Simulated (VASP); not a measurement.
Write the native input for VASP 6.6.1 that does the following.

* Task: single point
* Functional: PBE
* Potentials or basis: VASP PAW PBE potentials, release 64 (Li_sv)
* Cutoff: 520 eV
* k mesh: 22 × 22 × 24
* Occupations: gaussian, width 0.1 eV
* Spin: no spin polarisation
* Dipole correction: no
* Further INCAR settings: ALGO = Fast; EDIFF = 1e-06; NBANDS = 8

The structure of Li lies in POSCAR:

```
Li
1.0
    1.8654758943     -2.2571879504     -0.0209749382
    1.8654758943      2.2571879504     -0.0209749382
   -1.8471709973      0.0000000000      2.2781647437
Li
1
Direct
    0.0000000000      0.0000000000      0.0000000000
```

The input as run:

INCAR

```
SYSTEM = Li
PREC = Accurate
ENCUT = 520
EDIFF = 1E-6
ISMEAR = 0
SIGMA = 0.1
LREAL = .FALSE.
LASPH = .TRUE.
NELM = 100
ALGO = Fast
ISIF = 2
LWAVE = .FALSE.
LCHARG = .TRUE.
GGA = PE
LELF = .TRUE.
LVHAR = .TRUE.
NBANDS = 8
```

KPOINTS

```
regular mesh
0
G
  22 22 24
  0 0 0
```

Potentials or basis: VASP PAW PBE potentials, release 64 (Li_sv).

Launch:

```sh
$ cat potpaw_PBE.64/Li_sv/POTCAR > POTCAR
$ mpirun -np 1 vasp_std > vasp.out
```

Results of the run:

* Band gap on the k mesh: zero (an odd number of electrons rules out a gap without spin polarisation)

Wall time 5.7 min on 1 thread of Intel Xeon 8259CL, with other jobs on the host, peak memory 0.45 GiB.
